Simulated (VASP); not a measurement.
Set up this calculation in VASP 6.6.1, as the native input.

| Quantity | Value |
| --- | --- |
| Task | single point |
| Functional | PBE |
| Potentials or basis | VASP PAW PBE potentials, release 64 (Mg, O) |
| Cutoff | 520 eV |
| k mesh | 12 × 12 × 6 |
| Occupations | gaussian, width 0.02 eV |
| Spin | no spin polarisation |
| Dipole correction | no |
| Further INCAR settings | ALGO = Normal; EDIFF = 1e-07; NBANDS = 16 |

The structure of MgO lies in POSCAR:

```
MgO
1.0
    3.3390027857      0.0000000000      0.0000000000
   -1.6695013928      2.8916612357      0.0000000000
    0.0000000000      0.0000000000      5.1965098343
Mg O
2 2
Direct
    0.3333333333      0.6666666667      0.0074364196
    0.6666666667      0.3333333333      0.5074364196
    0.3333333333      0.6666666667      0.3971635704
    0.6666666667      0.3333333333      0.8971635704
```

The input as run:

INCAR

```
  PREC = Accurate
  ENCUT = 520
  EDIFF = 1E-7
  ISMEAR = 0
  SIGMA = 0.02
  LREAL = False
  LASPH = True
  NELM = 60
  ALGO = Normal
  ISIF = 2
  LWAVE = False
  LCHARG = False
  GGA = PE
  NBANDS = 16
```

KPOINTS

```
Automatic mesh
0
Gamma
  12 12 6
```

Potentials or basis: VASP PAW PBE potentials, release 64 (Mg, O).

Launch:

```sh
$ cat potpaw_PBE.64/Mg/POTCAR potpaw_PBE.64/O/POTCAR > POTCAR
$ mpirun -np 1 vasp_std > vasp.out
```

Results of the run:

```json
{
 "Pressure": "-3.5 GPa",
 "Largest force": "0.008 eV/Å",
 "Band gap on the k mesh": "3.27 eV"
}
```

Caveat: the cell stands under tension.

It took 2.7 min on 1 thread of Intel Xeon 8259CL, with other jobs on the host, peak memory 0.21 GiB.
